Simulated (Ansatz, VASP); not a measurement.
## InP in VASP and in Ansatz

```
CELL_PARAMETERS angstrom
0.00000 2.75196 2.75196
2.75196 0.00000 2.75196
2.75196 2.75196 0.00000
ATOMIC_POSITIONS crystal
In 0.00000 0.00000 0.00000
P 0.50000 0.50000 0.50000
```

Change from the starting cell: volume scaled by 0.98, PAW files.

Alike in both runs: task electric field gradients; functional PBE; k mesh 14 × 14 × 14; occupations fermi-dirac, width 0.08 eV; no spin polarisation.

|  | VASP | Ansatz |
| --- | --- | --- |
| version | VASP 6.6.1 | Ansatz 0.2.0 |
| potentials or method | VASP PAW PBE potentials, release 64 (In_d, P) | PAW with Ansatz's default frozen-core files, scalar-relativistic |
| plane-wave cutoff (eV) | 520 | 420 |
| valence electrons in the cell | 18 | 18 |

```tsv
	VASP	Ansatz	Ansatz less VASP
pressure (GPa)	1.5	1.6	+0.03
```
